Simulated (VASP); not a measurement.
**Ir: single point with PBEsol**

Ir:

```
Ir
1.0
     2.70789    0.00000    0.00000
    -1.35395    2.34510    0.00000
     0.00000    0.00000    4.39054
Ir
2
Direct
  0.33333 0.66667 0.25000
  0.66667 0.33333 0.75000
```

```json
{"Program": "VASP 6.6.1", "Task": "single point", "Functional": "PBEsol", "Potentials or basis": "VASP PAW PBE potentials, release 64 (Ir)", "Cutoff": "520 eV", "k mesh": "11 × 11 × 6", "Occupations": "fermi-dirac, width 0.05 eV", "Spin": "no spin polarisation", "Dipole correction": "no", "Further INCAR settings": "ALGO = Normal; EDIFF = 1e-06; NBANDS = 16"}
```

The pressure is 6.1 GPa. The band gap on the k mesh is zero (band 9 reaches 11.63 eV, above the bottom of band 10 at 8.28 eV).

Stress tensor (GPa, compression positive):
```
6.10 0.00 0.00
0.00 6.10 0.00
0.00 0.00 6.20
```

Levels at points of the mesh, in eV from the Fermi level:
```csv
k point,band 7,band 8,band 9,band 10,band 11,band 12
"(0.00, 0.00, 0.00)",-3.26,-2.44,-2.44,-0.91,0.29,0.29
"(0.00, 0.00, 0.50)",-4.07,-4.07,-0.47,-0.47,-0.47,-0.47
```

It took 15 s on 1 thread of AMD EPYC 9R45 96-Core Processor (Zen 5), with other jobs on the host, peak memory 0.12 GiB.

Caveat: the PAW data sets were made with another functional, which shifts forces and pressure a little; spin-orbit coupling is left out, which moves the levels of the heavy elements.
